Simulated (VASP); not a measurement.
# Cu3O2 (Amm2) in VASP: single point with PBE

Aim: the single point of Cu3O2 with PBE.

Everything below comes from runs of VASP 6.6.1. Logs are shortened: lines on timing, memory, paths and dates and some standing lists are left out, and cuts for length are marked.

## Step 1: The cell of the first run

It takes space group Amm2 (No. 38, orthorhombic). The conventional cell has a = 2.727 Å, b = 5.907 Å, c = 10.216 Å, α = 90.00°, β = 90.00°, γ = 90.00°. Within 2.4 Å of Cu (site symmetry mm2) lie 3 O at 1.82 to 2.10 Å. Cu (site symmetry m) has 3 O at 1.82 to 2.10 Å within 2.4 Å. Within 2.8 Å of O (site symmetry mm2) lie 6 Cu at 2.10 Å and 2 O at 2.73 Å. Within 2.4 Å of O (site symmetry mm2) lie 3 Cu at 1.82 Å.

The cell was generated, and may not be a known phase.

## Step 2: Single point, PBE, collinear spin

Input file INCAR:

```
PREC = Accurate ; ENCUT = 820
EDIFF = 1E-6 ; ISMEAR = 0
SIGMA = 0.1 ; LREAL = F
LASPH = T ; NELM = 200
ALGO = Normal ; ISIF = 2
LWAVE = F ; LCHARG = F
ISPIN = 2 ; MAGMOM = 1 -1 -1 0 0
LORBIT = 11 ; LMAXMIX = 4
GGA = PE ; NBANDS = 46
GGA_COMPAT = F
```

Input file KPOINTS:

```
Automatic mesh
0
Gamma
  6 4 4
```

Input file POSCAR:

```
Cu3O2
1.0
    0.0000000000      0.0000000000      2.7266954405
    5.9006603631      0.0038169048      0.0000000000
   -2.9470246385      5.1120302297      0.0000000000
Cu O
3 2
Direct
    0.5000000000      0.4224150846      0.5775849154
    0.5000000000      0.4223768711      0.0447999267
    0.5000000000      0.9552000733      0.5776231289
    0.0000000000      0.2665227140      0.7334772860
    0.5000000000      0.6001519270      0.3998480730
```

Potentials or basis: VASP PAW PBE potentials, release 64 (Cu_sv_GW, O).

Launch:

```console
$ cat potpaw_PBE.64/Cu_sv_GW/POTCAR potpaw_PBE.64/O/POTCAR > POTCAR
$ mpirun -np 1 vasp_std > vasp.out
```

OUTCAR:

```text
PREC = Accurate
   ENCUT = 820
   EDIFF = 1E-6
   ISMEAR = 0
   LREAL = F
   LASPH = T
   NELM = 200
   ISIF = 2
   ISPIN = 2
   LORBIT = 11
   GGA = PE

 ion  position               nearest neighbor table
   1  0.500  0.422  0.578-   5 1.82   4 2.10   4 2.10
   2  0.500  0.422  0.045-   5 1.82   4 2.10   4 2.10
   3  0.500  0.955  0.578-   5 1.82   4 2.10   4 2.10
   4  0.000  0.267  0.733-   2 2.10   2 2.10   3 2.10   3 2.10   1 2.10   1 2.10
   5  0.500  0.600  0.400-   2 1.82   3 1.82   1 1.82

  LATTYP: Found a base centered orthorhombic cell.
 ALAT       =     5.9072714427
 B/A-ratio  =     1.7294662583
 C/A-ratio  =     0.4615828927

  Lattice vectors:

 A1 = (   5.9006603631,   0.0038169048,   0.0000000000)
 A2 = (  -2.9470246385,   5.1120302297,   0.0000000000)
 A3 = (   0.0000000000,   0.0000000000,   2.7266954405)

Analysis of symmetry for initial positions (statically):
=====================================================================
 Subroutine PRICEL returns:
 Original cell was already a primitive cell.

 Routine SETGRP: Setting up the symmetry group for a
 base centered orthorhombic supercell.

 Subroutine GETGRP returns: Found  4 space group operations
 (whereof  4 operations were pure point group operations)
 out of a pool of  8 trial point group operations.

The static configuration has the point symmetry C_2v.

Analysis of symmetry for dynamics (positions and initial velocities):
=====================================================================
 Subroutine PRICEL returns:
 Original cell was already a primitive cell.

 Routine SETGRP: Setting up the symmetry group for a
 base centered orthorhombic supercell.

 Subroutine GETGRP returns: Found  4 space group operations
 (whereof  4 operations were pure point group operations)
 out of a pool of  8 trial point group operations.

The dynamic configuration has the point symmetry C_2v.

Analysis of structural, dynamic, and magnetic symmetry:
=====================================================================
 Subroutine PRICEL returns:
 Original cell was already a primitive cell.

 Routine SETGRP: Setting up the symmetry group for a
 base centered orthorhombic supercell.

 Subroutine GETGRP returns: Found  4 space group operations
 (whereof  4 operations were pure point group operations)
 out of a pool of  8 trial point group operations.

The overall configuration has the point symmetry C_2v.
[... 136 lines left out ...]
 spin polarized calculation
 Gauss-broadening in eV      SIGMA  =   0.10
  energy-cutoff  :      820.00
  volume of cell :       82.28
 maximum number of plane-waves:      4434
 NGX is ok and might be reduce to    28
   NGX = 13   NGY = 27   NGZ = 27

 number of electron      69.0000009 magnetization      -0.8295756

 Free energy of the ion-electron system (eV)
  ---------------------------------------------------
  ext. energy  EPLUGINS =         0.00000000
  ---------------------------------------------------
  free energy    TOTEN  =       -22.17884829 eV

  energy without entropy =      -22.16112400  energy(sigma->0) =      -22.16998615

 E-fermi :   2.3088     XC(G=0):  -9.3651

 val. band max:        2.2932791931   @ k =   0.1667   0.0000   0.0000
 cond. band min:       2.3236045629   @ k =   0.3333  -0.2500   0.2500
 fundamental gap:      0.0303253698
 Fermi energy:         2.3088067286

 spin component 1

 k-point     1 :       0.0000    0.0000    0.0000
  band No.  band energies     occupation
      1    -109.4848      1.00000
      2    -109.4835      1.00000
      3    -109.4834      1.00000
      4     -66.9848      1.00000
      5     -66.9672      1.00000
      6     -66.9670      1.00000
[... 1165 lines left out ...]
     45      13.1735      0.00000
     46      14.4544      0.00000

 [... further k-points ...]

 spin component 2

 k-point     1 :       0.0000    0.0000    0.0000
  band No.  band energies     occupation
      1    -109.7181      1.00000
      2    -109.7168      1.00000
      3    -109.7165      1.00000
      4     -67.2819      1.00000
      5     -67.2646      1.00000
      6     -67.2641      1.00000
[... 1165 lines left out ...]
     45      13.1706      0.00000
     46      14.4205      0.00000

 [... further k-points ...]

------------------------ aborting loop because EDIFF is reached ----------------------------------------

  FORCE on cell =-STRESS in cart. coord.  units (eV):
  Direction    XX          YY          ZZ          XY          YZ          ZX
  --------------------------------------------------------------------------------------
  -------------------------------------------------------------------------------------
  Total       -0.3133505     -0.3158269     -0.1608174     -0.0021447      0.0000000      0.0000000
  in kB       -6.1016651     -6.1498875     -3.1314899     -0.0417618      0.0000000      0.0000000
  external PRESSURE =      -5.1276808 kB  Pullay stress =       0.0000000 kB

 VOLUME and BASIS-vectors are now :
 -----------------------------------------------------------------------------
  energy-cutoff  :      820.00
  volume of cell :       82.28
      direct lattice vectors                 reciprocal lattice vectors
     0.000000000  0.000000000  2.726695440     0.000000000  0.000000000  0.366744296
     5.900660363  0.003816905  0.000000000     0.169409383  0.097662495  0.000000000
    -2.947024638  5.112030230  0.000000000    -0.000126490  0.195544077  0.000000000

 POSITION                                       TOTAL-FORCE (eV/Angst)
 -----------------------------------------------------------------------------------
      0.79037      2.95424      1.36335         0.000843     -0.000487      0.000000
      2.36028      0.23063      1.36335        -0.000739     -0.000433      0.000000
      3.93404      2.95647      1.36335         0.000005      0.000856      0.000000
     -0.58892      3.75058      0.00000         0.000322     -0.000186      0.000000
      2.36293      2.04633      1.36335        -0.000432      0.000249      0.000000
 -----------------------------------------------------------------------------------
    total drift:                               -0.000623      0.000359      0.000000

  FREE ENERGIE OF THE ION-ELECTRON SYSTEM (eV)
  ---------------------------------------------------
  free  energy   TOTEN  =       -22.1788482938 eV

  energy  without entropy=      -22.1611239969  energy(sigma->0) =      -22.16998615

 total charge

# of ion       s       p       d       f       tot
--------------------------------------------------
    1        2.244   6.291   8.940   0.009  17.483
    2        2.244   6.291   8.940   0.009  17.483
    3        2.244   6.291   8.940   0.009  17.483
    4        1.565   3.357   0.000   0.000   4.922
    5        1.550   3.424   0.000   0.000   4.974
--------------------------------------------------
tot          9.846  25.655  26.819   0.026  62.345

 magnetization (x)

# of ion       s       p       d       f       tot
--------------------------------------------------
    1        0.001   0.001  -0.184  -0.000  -0.183
    2        0.000   0.001  -0.184  -0.000  -0.183
    3        0.000   0.001  -0.184  -0.000  -0.183
    4       -0.005  -0.065   0.000   0.000  -0.069
    5       -0.004  -0.202   0.000   0.000  -0.206
--------------------------------------------------
tot         -0.007  -0.264  -0.553  -0.000  -0.825
```

Wall time 7.2 min (1 thread of Intel Xeon Platinum 8559C (Emerald Rapids), shared host); peak memory 0.54 GiB.

Results:

| Property | Result |
| --- | --- |
| Free energy | -22.1788 eV |
| Pressure | -0.5 GPa |
| Net moment | -0.83 μB per cell |
| Site moments | Cu -0.18; O -0.07, -0.21 μB |
| Valence electrons inside the program's atomic spheres | Cu 17.48; O 4.92, 4.97 |

Caveat: the k points lie up to 0.38 Å⁻¹ apart; a moment this small can come from the mesh or the smearing. With open d or f shells a metallic result of PBE can be an artefact of self-interaction; +U or a hybrid may open a gap.
